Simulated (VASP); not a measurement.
NiO2, 6 atoms in the cell. Symmetry: Fd-3m, No. 227, cubic system. The conventional cell has a = 7.934 Å, b = 7.934 Å, c = 7.934 Å, α = 90.00°, β = 90.00°, γ = 90.00°. Ni (site symmetry -43m) has 4 O at 1.72 Å within 2.3 Å. Within 2.3 Å of O (site symmetry -3m) lie 2 Ni at 1.72 Å. 

* Program: VASP 6.6.1
* Task: single point
* Functional: r2SCAN
* Potentials or basis: VASP PAW PBE potentials, release 64 (Ni, O)
* Cutoff: 520 eV
* k mesh: 8 × 8 × 8
* Occupations: gaussian, width 0.1 eV
* Spin: no spin polarisation
* Dipole correction: no
* Further INCAR settings: ALGO = Normal; EDIFF = 1e-07; NBANDS = 31

Potentials or basis: VASP PAW PBE potentials, release 64 (Ni, O).

Run with:

```sh
$ cat potpaw_PBE.64/Ni/POTCAR potpaw_PBE.64/O/POTCAR > POTCAR
$ cp INCAR.step1 INCAR
$ mpirun -np 1 vasp_std > vasp.out
$ cp INCAR.step2 INCAR
$ mpirun -np 1 vasp_std > vasp.out
```

Hardware: 1 thread of Intel(R) Xeon(R) 6975P-C (Granite Rapids), on a shared host.

Task: Estimate the wall time of this run.

Result: It took 4.1 min on 1 thread of Intel(R) Xeon(R) 6975P-C (Granite Rapids), on a shared host, peak memory 0.33 GiB. Counts: k points 29.
